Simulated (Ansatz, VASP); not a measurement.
**Zr: VASP beside Ansatz**

File INCAR:

```
SYSTEM = Zr
ALGO = Normal ; DIPOL = 0.5 0.5 0.500
EDIFF = 1E-6 ; ENCUT = 520
GGA = PS ; IDIPOL = 3
ISIF = 2 ; ISMEAR = -1
LASPH = .True. ; LCHARG = .False.
LDIPOL = .True. ; LREAL = .False.
LWAVE = .False. ; NBANDS = 45
NELM = 100 ; PREC = Accurate
SIGMA = 0.05
```

KPOINTS

```
k-points
0
Gamma
  15 15 1
  0 0 0
```

POSCAR

```
Zr
1.0
    3.1851568142      0.0000000000      0.0000000000
   -1.5925784071      2.7584267162      0.0000000000
    0.0000000000      0.0000000000     28.7870000000
Zr
6
Direct
    0.8333333330      0.1666666670      0.2779032385
    0.1666666670      0.8333333330      0.3667419431
    0.8333333330      0.1666666670      0.4555806477
    0.1666666670      0.8333333330      0.5444193523
    0.8333333330      0.1666666670      0.6332580569
    0.1666666670      0.8333333330      0.7220967615
```

Input for Ansatz:

```yaml
crystal:
  lattice:
    - [3.1851568142, 0.0, 0.0]
    - [-1.5925784071, 2.7584267162, 0.0]
    - [0.0, 0.0, 28.787]
  atoms:
    - { symbol: Zr, position: [0.833333333, 0.166666667, 0.2779032385] }
    - { symbol: Zr, position: [0.166666667, 0.833333333, 0.3667419431] }
    - { symbol: Zr, position: [0.833333333, 0.166666667, 0.4555806477] }
    - { symbol: Zr, position: [0.166666667, 0.833333333, 0.5444193523] }
    - { symbol: Zr, position: [0.833333333, 0.166666667, 0.6332580569] }
    - { symbol: Zr, position: [0.166666667, 0.833333333, 0.7220967615] }
kpoints:
  mp_grid: { grid: [15, 15, 1] }
scf:
  occupations: { method: fermi_dirac, width: 0.05 }
hamiltonian:
  xc: pbesol
  pseudopotentials: { kind: all_electron, lapw: { basis_error: 0.001 } }
output:
  forces: true
  stress: true
  eigenvalues: true
  populations: true
  dos: { projected: true, de: 0.2, e_range: [-14, 8] }
efield:
  axis: 3
  amplitude: 0
  dipole_correction: true
```

Alike in both runs: task single point; functional PBEsol; k mesh 15 × 15 × 1; occupations fermi-dirac, width 0.05 eV; no spin polarisation.

```csv
,VASP,Ansatz
version,VASP 6.6.1,Ansatz 0.2.0
potentials or method,"VASP PAW PBE potentials, release 64 (Zr_sv), cutoff 520 eV","all-electron LAPW, scalar-relativistic"
```

|  | VASP | Ansatz | Ansatz less VASP |
| --- | --- | --- | --- |
| rms of the force components (eV/Å) | 0.252 | 0.253 | +0.0006 |

VASP's potentials were made for PBE, not for PBEsol. Atom by atom the forces differ by 0.001 eV/Å (rms over components). Ansatz ran all-electron here, and VASP with PAW potentials.
